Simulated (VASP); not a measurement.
# Ti2Al6F in VASP: single point with PBEsol

Aim: the single point of Ti2Al6F with PBEsol.

All numbers are computed with VASP 6.6.1; they aren't measurements. Logs are shortened: lines on timing, memory, paths and dates and some standing lists are left out, and cuts for length are marked.

### Step 1. The cell of the first run

The cell holds a slab with vacuum, 9 atoms: a = 5.056 Å, b = 5.056 Å, c = 21.098 Å, α = 90.00°, β = 90.00°, γ = 64.49°.

### Step 2. Single point, PBEsol, collinear spin

INCAR reads:

```
SYSTEM = Ti2Al6F
ALGO     = Normal         ! electronic algorithm
DIPOL    = 0.5 0.5 0.314
EDIFF    = 1E-6           ! SCF threshold, eV
ENCUT    = 520            ! plane-wave cutoff, eV
GGA      = PS             ! functional
GGA_COMPAT= .FALSE.      
IDIPOL   = 3            
ISIF     = 2              ! what is computed and relaxed
ISMEAR   = 0              ! smearing method
ISPIN    = 2              ! spin polarisation
LASPH    = .TRUE.         ! aspherical terms in the spheres
LCHARG   = .FALSE.        ! write CHGCAR
LDIPOL   = .TRUE.       
LMAXMIX  = 4              ! l up to which the mixer works
LORBIT   = 11             ! projections on sites
LREAL    = .FALSE.        ! projectors in reciprocal space
LWAVE    = .FALSE.        ! write WAVECAR
MAGMOM   = 0 0 0 0 0 0 0 0 1 ! initial moments
NBANDS   = 38             ! bands
NELM     = 200            ! most SCF steps
NELMDL   = -8           
PREC     = Accurate       ! precision mode
SIGMA    = 0.1            ! smearing width, eV
```

KPOINTS reads:

```
k-points
0
G
  6 6 1
  0 0 0
```

POSCAR reads:

```
Ti2Al6F
1.0
    5.0564274737      0.0000000000      0.0000000000
    2.1777595598      4.5634221914      0.0000000000
    0.0000000000      0.0000000000     21.0980535559
Al Ti F
6 2 1
Direct
    0.5000000000      0.0000000000      0.1895909492
    0.0000000000      0.5000000000      0.1895909492
    0.0000000000      0.0000000000      0.2535247157
    0.0000000000      0.5000000000      0.3215280644
    0.5000000000      0.0000000000      0.3215280644
    0.5000000000      0.5000000000      0.3838294151
    0.5000000000      0.5000000000      0.2535247157
    0.0000000000      0.0000000000      0.3812234311
    0.5000000000      0.5000000000      0.5340802423
```

Potentials or basis: VASP PAW PBE potentials, release 64 (Al, Ti_sv, F).

The run is started by

```console
cat potpaw_PBE.64/Al/POTCAR potpaw_PBE.64/Ti_sv/POTCAR potpaw_PBE.64/F/POTCAR > POTCAR
mpirun -np 1 vasp_std > vasp.out
```

OUTCAR:

```text
SYSTEM = Ti2Al6F
   EDIFF = 1E-6
   ENCUT = 520
   GGA = PS
   ISIF = 2
   ISMEAR = 0
   ISPIN = 2
   LASPH = .TRUE.
   LORBIT = 11
   LREAL = .FALSE.
   NELM = 200
   NELMDL = -8
   PREC = Accurate

 ion  position               nearest neighbor table
   1  0.500  0.000  0.190-   2 2.70   2 2.70   5 2.78   3 2.87   3 2.87   7 2.87   7 2.87
   2  0.000  0.500  0.190-   1 2.70   1 2.70   4 2.78   7 2.87   7 2.87   3 2.87   3 2.87
   3  0.000  0.000  0.254-   8 2.69   7 2.70   7 2.70   1 2.87   1 2.87   2 2.87   2 2.87   5 2.91
                             5 2.91   4 2.91   4 2.91
   4  0.000  0.500  0.322-   5 2.70   5 2.70   2 2.78   8 2.82   8 2.82   6 2.85   6 2.85   7 2.91
                             7 2.91   3 2.91   3 2.91
   5  0.500  0.000  0.322-   4 2.70   4 2.70   1 2.78   8 2.82   8 2.82   6 2.85   6 2.85   3 2.91
                             3 2.91   7 2.91   7 2.91
   6  0.500  0.500  0.384-   8 2.70   8 2.70   7 2.75   4 2.85   4 2.85   5 2.85   5 2.85
   7  0.500  0.500  0.254-   3 2.70   3 2.70   6 2.75   2 2.87   2 2.87   1 2.87   1 2.87   4 2.91
                             4 2.91   5 2.91   5 2.91
   8  0.000  0.000  0.381-   3 2.69   6 2.70   6 2.70   5 2.82   5 2.82   4 2.82   4 2.82
   9  0.500  0.500  0.534-

  LATTYP: Found a base centered orthorhombic cell.
 ALAT       =     5.3955121217
 B/A-ratio  =     1.5852548220
 C/A-ratio  =     3.9102967577

  Lattice vectors:

 A1 = (  -2.1777595598,  -4.5634221914,   0.0000000000)
 A2 = (   5.0564274737,   0.0000000000,   0.0000000000)
 A3 = (   0.0000000000,   0.0000000000,  21.0980535559)

Analysis of symmetry for initial positions (statically):
=====================================================================
 Subroutine PRICEL returns:
 Original cell was already a primitive cell.

 Routine SETGRP: Setting up the symmetry group for a
 base centered orthorhombic supercell.

 Subroutine GETGRP returns: Found  4 space group operations
 (whereof  4 operations were pure point group operations)
 out of a pool of  8 trial point group operations.

The static configuration has the point symmetry C_2v.

Analysis of symmetry for dynamics (positions and initial velocities):
=====================================================================
 Subroutine PRICEL returns:
 Original cell was already a primitive cell.

 Routine SETGRP: Setting up the symmetry group for a
 base centered orthorhombic supercell.

 Subroutine GETGRP returns: Found  4 space group operations
 (whereof  4 operations were pure point group operations)
 out of a pool of  8 trial point group operations.

The dynamic configuration has the point symmetry C_2v.

Analysis of structural, dynamic, and magnetic symmetry:
=====================================================================
 Subroutine PRICEL returns:
 Original cell was already a primitive cell.

 Routine SETGRP: Setting up the symmetry group for a
 base centered orthorhombic supercell.

 Subroutine GETGRP returns: Found  4 space group operations
 (whereof  4 operations were pure point group operations)
 out of a pool of  8 trial point group operations.

The overall configuration has the point symmetry C_2v.

 Subroutine INISYM returns: Found  4 space group operations
 (whereof  4 operations are pure point group operations),
 and found     1 'primitive' translations

----------------------------------------------------------------------------------------

                                     Primitive cell

  volume of cell :     486.8294

  direct lattice vectors                    reciprocal lattice vectors
     5.056427474  0.000000000  0.000000000     0.197768089 -0.094379027  0.000000000
     2.177759560  4.563422191  0.000000000     0.000000000  0.219133790  0.000000000
     0.000000000  0.000000000 21.098053556     0.000000000  0.000000000  0.047397737

  length of vectors
     5.056427474  5.056427474 21.098053556     0.219133790  0.219133790  0.047397737

  position of ions in fractional coordinates (direct lattice)
     0.500000000  0.000000000  0.189590949
     0.000000000  0.500000000  0.189590949
     0.000000000  0.000000000  0.253524716
     0.000000000  0.500000000  0.321528064
     0.500000000  0.000000000  0.321528064
     0.500000000  0.500000000  0.383829415
     0.500000000  0.500000000  0.253524716
     0.000000000  0.000000000  0.381223431
     0.500000000  0.500000000  0.534080242

  ion indices of the primitive-cell ions
   primitive index   ion index
                 1           1
                 2           2
                 3           3
                 4           4
                 5           5
                 6           6
                 7           7
                 8           8
                 9           9
[... 41 lines left out ...]
  0.500000  0.500000  0.000000      1.000000
   k-points           NKPTS =     13   k-points in BZ     NKDIM =     13   number of bands    NBANDS=     38
   number of dos      NEDOS =    301   number of ions     NIONS =      9
   total plane-waves  NPLWV = 256000
   dimension x,y,z NGX =    40 NGY =   40 NGZ =  160
   dimension x,y,z NGXF=    80 NGYF=   80 NGZF=  320
   ions per type =               6   2   1
   NGX,Y,Z   is equivalent  to a cutoff of  13.15, 13.15, 12.61 a.u.
   NGXF,Y,Z  is equivalent  to a cutoff of  26.30, 26.30, 25.21 a.u.
 SYSTEM =  Ti2Al6F
   PREC   = accura    normal or accurate (medium, high low for compatibility)
   ISTART =      0    job   : 0-new  1-cont  2-samecut
   ICHARG =      2    charge: 1-file 2-atom 10-const
   ISPIN  =      2    spin polarized calculation?
   LNONCOLLINEAR =      F non collinear calculations
   LSORBIT =      F    spin-orbit coupling
   LASPH  =      T    aspherical Exc in radial PAW
   ENCUT  =  520.0 eV  38.22 Ry    6.18 a.u.   9.40  9.40 39.23*2*pi/ulx,y,z
   NELM   =    200;   NELMIN=  2; NELMDL= -8     # of ELM steps
   EDIFF  = 0.1E-05   stopping-criterion for ELM
   LREAL  =      F    real-space projection
   EDIFFG = 0.1E-04   stopping-criterion for IOM
   NSW    =      0    number of steps for IOM
   IBRION =     -1    ionic relax: 0-MD 1-quasi-New 2-CG
   NFREE  =      0    steps in history (QN), initial steepest desc. (CG)
   ISIF   =      2    stress and relaxation
   ISYM   =      2    0-nonsym 1-usesym 2-fastsym
   POTIM  = 0.5000    time-step for ionic-motion
   TEBEG  =    0.0;   TEEND  =   0.0 temperature during run
   PSTRESS=    0.0 pullay stress
   NELECT =      49.0000    total number of electrons
   NUPDOWN=      -1.0000    fix difference up-down
   EMIN   =  10.00;   EMAX   =-10.00  energy-range for DOS
   EFERMI =   0.00;   METHOD = LEGACY
   ISMEAR =     0;   SIGMA  =   0.10  broadening in eV -4-tet -1-fermi 0-gaus
   EFERMI_NEDOS =   21; number of points for ismear=-14 and -15
   IALGO  =     38    algorithm
   IMIX   =      4    mixing-type and parameters
     AMIX     =   0.40;   BMIX     =  1.00
     AMIX_MAG =   1.60;   BMIX_MAG =  1.00
  volume/ion in A,a.u.               =      54.09       365.03
  Fermi-wavevector in a.u.,A,eV,Ry     =   0.761520  1.439064  7.890189  0.579913
  Thomas-Fermi vector in A             =   1.860778
   LORBIT       =     11    0 simple, 1 ext, 2 COOP (PROOUT), +10 PAW based schemes
   GGA     = PS    functional components
   LHFCALC =     F    Hartree Fock is set to
   AEXX    =    0.0000 exact exchange contribution
   IVDW    =     0    specifies the selected vdW correction
   LEPSILON=     F    determine dielectric tensor
   LRPA    =     F    only Hartree local field effects (RPA)
 spin polarized calculation
 Gauss-broadening in eV      SIGMA  =   0.10
  energy-cutoff  :      520.00
  volume of cell :      486.83
 maximum number of plane-waves:     13138
 NGX is ok and might be reduce to    40
   NGX = 19   NGY = 19   NGZ = 79

 dipolmoment           0.000000      0.000000     -0.170784 electrons x Angstroem

 number of electron      48.9999998 magnetization      -0.0035945

 number of electron      48.9999998 magnetization       0.0871342

 dipolmoment           0.000000      0.000000      0.651183 electrons x Angstroem

 Free energy of the ion-electron system (eV)
  ---------------------------------------------------
  ext. energy  EPLUGINS =         0.00000000
  ---------------------------------------------------
  free energy    TOTEN  =       -40.73071686 eV

  energy without entropy =      -40.67976853  energy(sigma->0) =      -40.70524269

 E-fermi :  -2.4775     XC(G=0):  -4.1096

 val. band max:       -2.4836060237   @ k =   0.3333   0.1667   0.0000
 cond. band min:      -2.4757392185   @ k =  -0.1667   0.1667   0.0000
 fundamental gap:      0.0078668052
 Fermi energy:        -2.4775486464

 spin component 1

 k-point     1 :       0.0000    0.0000    0.0000
  band No.  band energies     occupation
      1     -59.2925      1.00000
      2     -58.8621      1.00000
      3     -35.8380      1.00000
      4     -35.6527      1.00000
      5     -35.5162      1.00000
      6     -35.3719      1.00000
[... 496 lines left out ...]
     35       0.9030      0.00000
     36       1.4831      0.00000
 Fermi energy:        -2.4775486464

 spin component 2

 k-point     1 :       0.0000    0.0000    0.0000
  band No.  band energies     occupation
      1     -59.2409      1.00000
      2     -58.8522      1.00000
      3     -35.7774      1.00000
      4     -35.6155      1.00000
      5     -35.4575      1.00000
      6     -35.3508      1.00000
[... 496 lines left out ...]
     35       0.9175      0.00000
     36       1.4906      0.00000
 [bands above 36 left out]

------------------------ aborting loop because EDIFF is reached ----------------------------------------

 vacuum level on the upper side and lower side of the slab       (xc-potential included)         2.420        -2.566

  FORCE on cell =-STRESS in cart. coord.  units (eV):
  Direction    XX          YY          ZZ          XY          YZ          ZX
  --------------------------------------------------------------------------------------
  -------------------------------------------------------------------------------------
  Total       -4.7578634     -3.3403104     -6.3202440     -1.4852175      0.0000000      0.0000000
  in kB      -15.6583405    -10.9931103    -20.8002046     -4.8879168      0.0000000      0.0000000
  external PRESSURE =     -15.8172185 kB  Pullay stress =       0.0000000 kB

 VOLUME and BASIS-vectors are now :
 -----------------------------------------------------------------------------
  energy-cutoff  :      520.00
  volume of cell :      486.83
      direct lattice vectors                 reciprocal lattice vectors
     5.056427474  0.000000000  0.000000000     0.197768089 -0.094379027  0.000000000
     2.177759560  4.563422191  0.000000000     0.000000000  0.219133790  0.000000000
     0.000000000  0.000000000 21.098053556     0.000000000  0.000000000  0.047397737

 POSITION                                       TOTAL-FORCE (eV/Angst)
 -----------------------------------------------------------------------------------
      2.52821      0.00000      4.00000        -0.000000      0.000000      0.592791
      1.08888      2.28171      4.00000         0.000000      0.000000      0.592791
      0.00000      0.00000      5.34888         0.000000      0.000000     -0.636274
      1.08888      2.28171      6.78362         0.000000      0.000000     -0.049377
      2.52821      0.00000      6.78362         0.000000      0.000000     -0.049377
      3.61709      2.28171      8.09805        -0.000000      0.000000      0.789393
      3.61709      2.28171      5.34888        -0.000000      0.000000     -0.554054
      0.00000      0.00000      8.04307         0.000000      0.000000      0.839642
      3.61709      2.28171     11.26805        -0.000000      0.000000     -1.525536
 -----------------------------------------------------------------------------------
    total drift:                                0.000000      0.000000     -0.000094

  FREE ENERGIE OF THE ION-ELECTRON SYSTEM (eV)
  ---------------------------------------------------
  free  energy   TOTEN  =       -40.7307168645 eV

  energy  without entropy=      -40.6797685250  energy(sigma->0) =      -40.70524269

 vacuum level on the upper side and lower side of the slab         6.767         1.656

 total charge

# of ion       s       p       d       tot
------------------------------------------
    1        0.447   0.333   0.000   0.780
    2        0.447   0.333   0.000   0.780
    3        0.432   0.367   0.000   0.799
    4        0.413   0.389   0.000   0.802
    5        0.413   0.389   0.000   0.802
    6        0.481   0.301   0.000   0.781
    7        2.178   6.114   1.946  10.238
    8        2.173   6.064   1.947  10.184
    9        1.746   4.132   0.000   5.878
--------------------------------------------------
tot          8.731  18.421   3.892  31.044

 magnetization (x)

# of ion       s       p       d       tot
------------------------------------------
    1       -0.000   0.001   0.000   0.001
    2       -0.000   0.001   0.000   0.001
    3       -0.000   0.000   0.000  -0.000
    4       -0.000  -0.000   0.000  -0.001
    5       -0.000  -0.000   0.000  -0.001
    6        0.005   0.005   0.000   0.010
    7        0.000   0.001   0.010   0.011
    8        0.001   0.002   0.052   0.055
    9       -0.000  -0.033   0.000  -0.034
--------------------------------------------------
tot          0.005  -0.025   0.062   0.042
```

It took 2 h on 1 thread of Intel Xeon 8259CL, shared host; peak memory 1 GiB.

Results:

* Free energy: -40.7307 eV
* Largest force: 1.526 eV/Å
* Net moment: 0.09 μB per cell
* Site moments: Al +0.00, -0.00, +0.01 (each value once); Ti +0.01, +0.06; F -0.03 μB
* Valence electrons inside the program's atomic spheres: Al 0.78, 0.80 (each value once); Ti 10.24, 10.18; F 5.88

Forces in eV/Å, atoms in the order of the input:
```
Al   0.000  0.000  0.593
Al   0.000  0.000  0.593
Al   0.000  0.000 -0.636
Al   0.000  0.000 -0.049
Al   0.000  0.000 -0.049
Al   0.000  0.000  0.789
Ti   0.000  0.000 -0.554
Ti   0.000  0.000  0.840
F    0.000  0.000 -1.526
```

Caveat: the PAW data sets were made with another functional, which shifts forces and pressure a little.
